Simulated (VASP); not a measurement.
# NaH (I4/mmm) in VASP: a series of runs

The runs below take NaH through single point, with LDA.

Program: VASP 6.6.1. These are calculated values, not measurements. Logs are shortened: lines on timing, memory, paths and dates and some standing lists are left out, and cuts for length are marked.

## Step 1: The cell of the first run

Symmetry: I4/mmm, No. 139, tetragonal system. Conventional cell: a = 3.554 Å, b = 3.554 Å, c = 4.734 Å, α = 90.00°, β = 90.00°, γ = 90.00°. Na (site symmetry 4/mmm) has 6 H at 2.37 to 2.51 Å within 3.1 Å. Within 3.1 Å of H (site symmetry 4/mmm) lie 6 Na at 2.37 to 2.51 Å.

## Step 2: Single point, LDA (strain +0.030 along x and y, -0.030 along z)

Contents of INCAR:

```
SYSTEM = NaH
PREC = Accurate
ENCUT = 520
EDIFF = 1E-7
ISMEAR = 0
SIGMA = 0.05
LREAL = .FALSE.
LASPH = .TRUE.
NELM = 100
ALGO = Normal
ISIF = 2
LWAVE = .FALSE.
LCHARG = .FALSE.
NBANDS = 11
```

Contents of KPOINTS:

```
Automatic mesh
0
G
  8 8 8
  0 0 0
```

Contents of POSCAR:

```
NaH
1.0
    0.0000000000      2.5132000000      2.3668000000
    2.5132000000      0.0000000000      2.3668000000
    2.5132000000      2.5132000000      0.0000000000
Na H
1 1
Direct
    0.0000000000      0.0000000000      0.0000000000
    0.5000000000      0.5000000000      0.5000000000
```

Potentials or basis: VASP PAW LDA potentials, release 64 (Na_pv, H).

Started as:

```sh
> cat potpaw_LDA.64/Na_pv/POTCAR potpaw_LDA.64/H/POTCAR > POTCAR
> mpirun -np 1 vasp_std > vasp.out
```

OUTCAR:

```text
SYSTEM = NaH
   PREC = Accurate
   ENCUT = 520
   EDIFF = 1E-7
   ISMEAR = 0
   LREAL = .FALSE.
   LASPH = .TRUE.
   NELM = 100
   ISIF = 2

 ion  position               nearest neighbor table
   1  0.000  0.000  0.000-
   2  0.500  0.500  0.500-

  LATTYP: Found a body centered tetragonal cell.
 ALAT       =     3.5542015250
 C/A-ratio  =     1.3318321898

  Lattice vectors:

 A1 = (   0.0000000000,  -2.5132000000,  -2.3668000000)
 A2 = (   0.0000000000,   2.5132000000,  -2.3668000000)
 A3 = (   2.5132000000,   0.0000000000,   2.3668000000)

Analysis of symmetry for initial positions (statically):
=====================================================================
 Subroutine PRICEL returns:
 Original cell was already a primitive cell.

 Routine SETGRP: Setting up the symmetry group for a
 body centered tetragonal supercell.

 Subroutine GETGRP returns: Found 16 space group operations
 (whereof 16 operations were pure point group operations)
 out of a pool of 16 trial point group operations.

The static configuration has the point symmetry D_4h.

Analysis of symmetry for dynamics (positions and initial velocities):
=====================================================================
 Subroutine PRICEL returns:
 Original cell was already a primitive cell.

 Routine SETGRP: Setting up the symmetry group for a
 body centered tetragonal supercell.

 Subroutine GETGRP returns: Found 16 space group operations
 (whereof 16 operations were pure point group operations)
 out of a pool of 16 trial point group operations.

The dynamic configuration has the point symmetry D_4h.

 Subroutine INISYM returns: Found 16 space group operations
 (whereof 16 operations are pure point group operations),
 and found     1 'primitive' translations

----------------------------------------------------------------------------------------

                                     Primitive cell

  volume of cell :      29.8982

  direct lattice vectors                    reciprocal lattice vectors
     0.000000000  2.513200000  2.366800000    -0.198949546  0.198949546  0.211255704
     2.513200000  0.000000000  2.366800000     0.198949546 -0.198949546  0.211255704
     2.513200000  2.513200000  0.000000000     0.198949546  0.198949546 -0.211255704

  length of vectors
     3.452233549  3.452233549  3.554201525     0.351839191  0.351839191  0.351839191

  position of ions in fractional coordinates (direct lattice)
     0.000000000  0.000000000  0.000000000
     0.500000000  0.500000000  0.500000000

  ion indices of the primitive-cell ions
   primitive index   ion index
                 1           1
                 2           2

----------------------------------------------------------------------------------------

 KPOINTS: Automatic mesh

Automatic generation of k-mesh.
 Grid dimensions read from file:
 generate k-points for:    8    8    8

 Generating k-lattice:

  Cartesian coordinates                     Fractional coordinates (reciprocal lattice)
    -0.024868693  0.024868693  0.026406963     0.125000000 -0.000000000  0.000000000
     0.024868693 -0.024868693  0.026406963    -0.000000000  0.125000000  0.000000000
     0.024868693  0.024868693 -0.026406963     0.000000000  0.000000000  0.125000000

  Length of vectors
     0.043979899  0.043979899  0.043979899

  Shift w.r.t. Gamma in fractional coordinates (k-lattice)
     0.000000000  0.000000000  0.000000000

 Subroutine IBZKPT returns following result:
 ===========================================

 Found     59 irreducible k-points:

 Following reciprocal coordinates:
            Coordinates               Weight
  0.000000  0.000000  0.000000      1.000000
  0.125000  0.000000  0.000000      8.000000
  0.250000  0.000000  0.000000      8.000000
  0.375000  0.000000  0.000000      8.000000
  0.500000  0.000000  0.000000      4.000000
  0.125000  0.125000  0.000000      2.000000
[... 16 lines left out ...]
  0.250000  0.000000  0.125000     16.000000
  0.375000  0.000000  0.125000     16.000000
 [... further k-points ...]
   k-points           NKPTS =     59   k-points in BZ     NKDIM =     59   number of bands    NBANDS=     11
   number of dos      NEDOS =    301   number of ions     NIONS =      2
   total plane-waves  NPLWV =  21952
   dimension x,y,z NGX =    28 NGY =   28 NGZ =   28
   dimension x,y,z NGXF=    56 NGYF=   56 NGZF=   56
   ions per type =               1   1
   NGX,Y,Z   is equivalent  to a cutoff of  13.48, 13.48, 13.10 a.u.
   NGXF,Y,Z  is equivalent  to a cutoff of  26.97, 26.97, 26.19 a.u.
 SYSTEM =  NaH
   PREC   = accura    normal or accurate (medium, high low for compatibility)
   ISTART =      0    job   : 0-new  1-cont  2-samecut
   ICHARG =      2    charge: 1-file 2-atom 10-const
   ISPIN  =      1    spin polarized calculation?
   LNONCOLLINEAR =      F non collinear calculations
   LSORBIT =      F    spin-orbit coupling
   LASPH  =      T    aspherical Exc in radial PAW
   ENCUT  =  520.0 eV  38.22 Ry    6.18 a.u.   6.42  6.42  6.61*2*pi/ulx,y,z
   NELM   =    100;   NELMIN=  2; NELMDL= -5     # of ELM steps
   EDIFF  = 0.1E-06   stopping-criterion for ELM
   LREAL  =      F    real-space projection
   EDIFFG = 0.1E-05   stopping-criterion for IOM
   NSW    =      0    number of steps for IOM
   IBRION =     -1    ionic relax: 0-MD 1-quasi-New 2-CG
   NFREE  =      0    steps in history (QN), initial steepest desc. (CG)
   ISIF   =      2    stress and relaxation
   ISYM   =      2    0-nonsym 1-usesym 2-fastsym
   POTIM  = 0.5000    time-step for ionic-motion
   TEBEG  =    0.0;   TEEND  =   0.0 temperature during run
   PSTRESS=    0.0 pullay stress
   NELECT =       8.0000    total number of electrons
   NUPDOWN=      -1.0000    fix difference up-down
   EMIN   =  10.00;   EMAX   =-10.00  energy-range for DOS
   EFERMI =   0.00;   METHOD = LEGACY
   ISMEAR =     0;   SIGMA  =   0.05  broadening in eV -4-tet -1-fermi 0-gaus
   EFERMI_NEDOS =   21; number of points for ismear=-14 and -15
   IALGO  =     38    algorithm
   IMIX   =      4    mixing-type and parameters
     AMIX     =   0.40;   BMIX     =  1.00
     AMIX_MAG =   1.60;   BMIX_MAG =  1.00
  volume/ion in A,a.u.               =      14.95       100.88
  Fermi-wavevector in a.u.,A,eV,Ry     =   1.054928  1.993525 15.141566  1.112874
  Thomas-Fermi vector in A             =   2.190107
   LORBIT       =      0    0 simple, 1 ext, 2 COOP (PROOUT), +10 PAW based schemes
   GGA     = CA    functional components
   LHFCALC =     F    Hartree Fock is set to
   AEXX    =    0.0000 exact exchange contribution
   IVDW    =     0    specifies the selected vdW correction
   LEPSILON=     F    determine dielectric tensor
   LRPA    =     F    only Hartree local field effects (RPA)
 non-spin polarized calculation
 Gauss-broadening in eV      SIGMA  =   0.05
  energy-cutoff  :      520.00
  volume of cell :       29.90
 maximum number of plane-waves:       823
 NGX is ok and might be reduce to    28
   NGX = 13   NGY = 13   NGZ = 13

 number of electron       8.0000003 magnetization

 Free energy of the ion-electron system (eV)
  ---------------------------------------------------
  ext. energy  EPLUGINS =         0.00000000
  ---------------------------------------------------
  free energy    TOTEN  =        -5.35991609 eV

  energy without entropy =       -5.35991609  energy(sigma->0) =       -5.35991609

 E-fermi :  -1.0729     XC(G=0):  -8.0273

 val. band max:       -1.3457707392   @ k =  -0.3750   0.5000   0.1250
 cond. band min:       1.9386277237   @ k =   0.5000   0.0000   0.0000
 fundamental gap:      3.2843984629
 Fermi energy:        -1.0729320889

 k-point     1 :       0.0000    0.0000    0.0000
  band No.  band energies     occupation
      1     -23.6692      2.00000
      2     -23.6692      2.00000
      3     -23.6518      2.00000
      4      -5.0167      2.00000
      5       8.4437      0.00000
      6      13.3127      0.00000
      7      13.3127      0.00000
      8      13.6175      0.00000
      9      14.2307      0.00000
     10      14.2457      0.00000
     11      14.2457      0.00000

 k-point     2 :       0.1250    0.0000    0.0000
  band No.  band energies     occupation
      1     -23.6781      2.00000
      2     -23.6711      2.00000
      3     -23.6557      2.00000
      4      -4.7551      2.00000
      5       7.6006      0.00000
      6      10.8966      0.00000
      7      12.4519      0.00000
      8      12.8013      0.00000
      9      15.1427      0.00000
     10      15.2208      0.00000
     11      15.3713      0.00000

 k-point     3 :       0.2500    0.0000    0.0000
  band No.  band energies     occupation
      1     -23.7046      2.00000
      2     -23.6757      2.00000
      3     -23.6602      2.00000
      4      -4.0082      2.00000
      5       5.3559      0.00000
      6       9.4813      0.00000
      7      11.5999      0.00000
      8      12.1674      0.00000
      9      14.5302      0.00000
     10      15.5756      0.00000
     11      16.4398      0.00000

 k-point     4 :       0.3750    0.0000    0.0000
  band No.  band energies     occupation
      1     -23.7322      2.00000
      2     -23.6804      2.00000
      3     -23.6631      2.00000
      4      -2.9483      2.00000
      5       3.0543      0.00000
      6       8.9147      0.00000
      7      11.0865      0.00000
      8      11.8268      0.00000
      9      13.7185      0.00000
     10      14.8391      0.00000
     11      16.6415      0.00000

 k-point     5 :       0.5000    0.0000    0.0000
  band No.  band energies     occupation
      1     -23.7437      2.00000
      2     -23.6823      2.00000
      3     -23.6642      2.00000
      4      -2.2729      2.00000
      5       1.9386      0.00000
      6       8.7527      0.00000
      7      10.9161      0.00000
      8      11.7225      0.00000
      9      13.4316      0.00000
     10      14.5458      0.00000
     11      16.4696      0.00000
[... 211 lines left out ...]
 k-point    21 :       0.5000    0.5000    0.0000
  band No.  band energies     occupation
      1     -23.7244      2.00000
      2     -23.7019      2.00000
      3     -23.7019      2.00000
      4      -1.3797      2.00000
      5       3.2712      0.00000
      6       7.7095      0.00000
      7       8.1170      0.00000
      8       8.1170      0.00000
      9       9.3011      0.00000
     10      21.6576      0.00000
     11      22.6756      0.00000

 k-point    22 :       0.1250    0.0000    0.1250
  band No.  band energies     occupation
      1     -23.6804      2.00000
      2     -23.6721      2.00000
      3     -23.6561      2.00000
      4      -4.6845      2.00000
      5       7.4819      0.00000
      6      11.5160      0.00000
      7      11.5328      0.00000
      8      11.6776      0.00000
      9      14.5643      0.00000
     10      15.7492      0.00000
     11      16.7274      0.00000

 k-point    23 :       0.2500    0.0000    0.1250
  band No.  band energies     occupation
      1     -23.6986      2.00000
      2     -23.6762      2.00000
      3     -23.6616      2.00000
      4      -4.1168      2.00000
      5       6.0367      0.00000
      6       9.1208      0.00000
      7      10.8727      0.00000
      8      12.6016      0.00000
      9      13.5708      0.00000
     10      15.6506      0.00000
     11      17.5242      0.00000

 k-point    24 :       0.3750    0.0000    0.1250
  band No.  band energies     occupation
      1     -23.7230      2.00000
      2     -23.6821      2.00000
      3     -23.6663      2.00000
      4      -3.1607      2.00000
      5       3.9148      0.00000
      6       7.8811      0.00000
      7      10.5845      0.00000
      8      11.9858      0.00000
      9      13.7859      0.00000
     10      16.4290      0.00000
     11      16.8955      0.00000

 [... further k-points ...]
[... 5 lines left out ...]
  --------------------------------------------------------------------------------------
  -------------------------------------------------------------------------------------
  Total       -0.6413320     -0.6413320     -0.3938442      0.0000000      0.0000000      0.0000000
  in kB      -34.3674922    -34.3674922    -21.1051971      0.0000000      0.0000000      0.0000000
  external PRESSURE =     -29.9467272 kB  Pullay stress =       0.0000000 kB

 VOLUME and BASIS-vectors are now :
 -----------------------------------------------------------------------------
  energy-cutoff  :      520.00
  volume of cell :       29.90
      direct lattice vectors                 reciprocal lattice vectors
     0.000000000  2.513200000  2.366800000    -0.198949546  0.198949546  0.211255704
     2.513200000  0.000000000  2.366800000     0.198949546 -0.198949546  0.211255704
     2.513200000  2.513200000  0.000000000     0.198949546  0.198949546 -0.211255704

 POSITION                                       TOTAL-FORCE (eV/Angst)
 -----------------------------------------------------------------------------------
      0.00000      0.00000      0.00000        -0.000000      0.000000      0.000000
      2.51320      2.51320      2.36680         0.000000     -0.000000      0.000000
 -----------------------------------------------------------------------------------
    total drift:                               -0.000000      0.000000      0.000000

  FREE ENERGIE OF THE ION-ELECTRON SYSTEM (eV)
  ---------------------------------------------------
  free  energy   TOTEN  =        -5.3599160866 eV

  energy  without entropy=       -5.3599160866  energy(sigma->0) =       -5.35991609
```

It took 28 s on 1 thread of AMD EPYC 7R43 (Zen 3), shared host; peak memory 0.1 GiB.

Results:

```yaml
Free_energy: -5.3599 eV
Pressure: -3.0 GPa
Band_gap_on_the_k_mesh: 3.28 eV, indirect (least direct gap 4.21 eV)
```

Stress tensor (GPa, compression positive):
```
-3.44  0.00  0.00
 0.00 -3.44  0.00
 0.00  0.00 -2.11
```

Caveat: the cell differs from its parent crystal (strain +0.030 along x and y, -0.030 along z).

## Step 3: Single point, LDA (strain +0.030 along x and y, -0.015 along z)

Contents of INCAR:

```
SYSTEM = NaH
PREC = Accurate ; ENCUT = 520
EDIFF = 1E-7 ; ISMEAR = 0
SIGMA = 0.05 ; LREAL = .FALSE.
LASPH = .TRUE. ; NELM = 100
ALGO = Normal ; ISIF = 2
LWAVE = .FALSE. ; LCHARG = .FALSE.
NBANDS = 11
```

KPOINTS is that of step 2.

Contents of POSCAR:

```
NaH
1.0
    0.0000000000      2.5132000000      2.4034000000
    2.5132000000      0.0000000000      2.4034000000
    2.5132000000      2.5132000000      0.0000000000
Na H
1 1
Direct
    0.0000000000      0.0000000000      0.0000000000
    0.5000000000      0.5000000000      0.5000000000
```

Potentials or basis: VASP PAW LDA potentials, release 64 (Na_pv, H).

Started as:

```sh
> cat potpaw_LDA.64/Na_pv/POTCAR potpaw_LDA.64/H/POTCAR > POTCAR
> mpirun -np 1 vasp_std > vasp.out
```

Wall time 32 s (1 thread of AMD EPYC 7R43 (Zen 3), shared host); peak memory 0.11 GiB.

It converged, with:

```
Free energy            : -5.3531 eV
Pressure               : -3.3 GPa
Band gap on the k mesh : 3.29 eV, indirect (least direct gap 4.18 eV)
```

Stress tensor (GPa, compression positive):
```
-3.57  0.00  0.00
 0.00 -3.57  0.00
 0.00  0.00 -2.69
```

Levels at points of the mesh, in eV from the valence-band top:
| k point | band 1 | band 2 | band 3 | band 4 | band 5 | band 6 | band 7 | band 8 | band 9 |
| --- | --- | --- | --- | --- | --- | --- | --- | --- | --- |
| (0.00, 0.00, 0.00) | -22.32 | -22.32 | -22.31 | -3.60 | 9.71 | 14.59 | 14.59 | 14.82 | 15.45 |
| (0.50, 0.00, 0.00) | -22.39 | -22.33 | -22.32 | -0.89 | 3.29 | 10.05 | 12.31 | 12.91 | 14.78 |
| (0.50, 0.50, 0.00) | -22.38 | -22.35 | -22.35 | -0.05 | 4.49 | 9.13 | 9.53 | 9.53 | 10.56 |
| (0.50, 0.00, 0.50) | -22.39 | -22.34 | -22.33 | -0.27 | 4.00 | 9.55 | 10.03 | 10.11 | 10.75 |

Caveat: the cell differs from its parent crystal (strain +0.030 along x and y, -0.015 along z). A k mesh can miss the band edges.
